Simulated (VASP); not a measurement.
**Pd: single point with r2SCAN**

Pd:

```
Pd
1.0
     0.00000    1.95786    1.95786
     1.95786    0.00000    1.95786
     1.95786    1.95786    0.00000
Pd
1
Direct
  0.00000 0.00000 0.00000
```

```
Program             : VASP 6.6.1
Task                : single point
Functional          : r2SCAN
Potentials or basis : VASP PAW PBE potentials, release 64 (Pd)
Cutoff              : 520 eV
k mesh              : 15 × 15 × 15
Occupations         : fermi-dirac, width 0.1 eV
Spin                : no spin polarisation
```

```yaml
Pressure: -0.2 GPa
Band_gap_on_the_k_mesh: zero (band 5 reaches 9.58 eV, above the bottom of band 6 at 7.98 eV)
```

Levels at points of the mesh, in eV from the Fermi level:
```tsv
k point	band 1	band 2	band 3	band 4	band 5	band 6	band 7	band 8	band 9	band 10
(0.00, 0.00, 0.00)	-7.07	-2.86	-2.86	-2.86	-1.29	-1.29	18.00	22.48	22.88	22.88
```

It took 35 s on 1 thread of Intel(R) Xeon(R) Platinum 8559C (Emerald Rapids) (shared host), peak memory 0.15 GiB.

Caveat: the PAW data sets were made with another functional, which shifts forces and pressure a little.
